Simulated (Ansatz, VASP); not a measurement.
# Hf: VASP beside Ansatz

File INCAR:

```
SYSTEM = Hf
  PREC = Accurate
  ENCUT = 520
  EDIFF = 1E-6
  ISMEAR = 0
  SIGMA = 0.15
  LREAL = .FALSE.
  LASPH = .TRUE.
  NELM = 100
  ALGO = Fast
  ISIF = 2
  LWAVE = .FALSE.
  LCHARG = .TRUE.
  GGA = PS
  LELF = .TRUE.
  LVHAR = .TRUE.
  NBANDS = 17
```

The input KPOINTS:

```
regular mesh
0
G
  18 18 10
  0 0 0
```

File POSCAR:

```
Hf
1.0
    3.0813000000      0.0000000000      0.0000000000
   -1.5406500000      2.6684840767      0.0000000000
    0.0000000000      0.0000000000      5.5958000000
Hf
2
Direct
    0.3333333333      0.6666666667      0.2500000000
    0.6666666667      0.3333333333      0.7500000000
```

Input for Ansatz:

```yaml
crystal:
  lattice:
    - [3.0813, 0.0, 0.0]
    - [-1.54065, 2.6684840767, 0.0]
    - [0.0, 0.0, 5.5958]
  atoms:
    - { symbol: Hf, position: [0.3333333333, 0.6666666667, 0.25] }
    - { symbol: Hf, position: [0.6666666667, 0.3333333333, 0.75] }
basis:
  ecutwfc: 420
kpoints:
  mp_grid: { grid: [18, 18, 10] }
hamiltonian:
  xc: pbesol
  pseudopotentials: { kind: paw }
scf:
  occupations: { method: gaussian, width: 0.15 }
output:
  forces: true
  stress: true
  eigenvalues: true
```

Alike in both runs: task single point; functional PBEsol; k mesh 18 × 18 × 10; occupations gaussian, width 0.15 eV; no spin polarisation.

|  | VASP | Ansatz |
| --- | --- | --- |
| version | VASP 6.6.1 | Ansatz 0.2.0 |
| potentials or method | VASP PAW PBE potentials, release 64 (Hf_pv), cutoff 520 eV | scalar-relativistic, plane waves, PAW |
| valence electrons in the cell | 20 | 52 |

Ansatz gave:

* gap on the k mesh at the Fermi level (eV): none
* pressure (GPa): -6.2
* traceless stress, the component that is largest in VASP (GPa): -8.56

**Question.** Which values does VASP return?

**Answer.** gap on the k mesh at the Fermi level (eV): none; pressure (GPa): -6.5; traceless stress, the component that is largest in VASP (GPa): -8.56.

VASP's potentials were made for PBE, not for PBEsol. A gap of «none» marks a metal or a gap that the smearing closes. The functional is the same, so the differences come from potentials, cutoffs and numerics. VASP's potentials hold 20 valence electrons a cell and Ansatz's 52, so a difference there can come from the potentials and not from the codes.

Neither program's run includes spin-orbit coupling.
